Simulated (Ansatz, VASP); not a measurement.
Ti3S2: VASP beside Ansatz

```xyz
5
Lattice="2.7311 1.5768 3.2591 -2.7311 1.5768 3.2591 0.0000 -3.1536 3.2591" Properties=species:S:1:pos:R:3 pbc="T T T"
Ti   -0.8977    1.5768    3.2590
Ti    1.8144   -0.0110    3.2590
Ti   -0.9167   -1.5658    3.2590
S     0.0000    0.0000    8.1362
S     0.0000    0.0000    1.6410
```

Alike in both runs: task single point; functional PBEsol; k mesh 6 × 6 × 6; no spin polarisation.

```csv
,VASP,Ansatz
version,VASP 6.6.1,Ansatz 0.2.0
potentials or method,"VASP PAW PBE potentials, release 64 (Ti_sv, S), cutoff 520 eV","plane waves, PAW"
occupations,"methfessel-paxton of order 1, width 0.05 eV","cold, width 0.05 eV"
valence electrons in the cell,48,48
```

VASP gave:

* pressure (GPa): -6.6
* traceless stress, the component that is largest in VASP (GPa): -0.60

Task: What did Ansatz give for the same quantities?

Result: Pressure (GPa): -6.8; traceless stress, the component that is largest in VASP (GPa): -0.65.

VASP's potentials were made for PBE, not for PBEsol. Ansatz's warnings: structure snapped to symmetry.
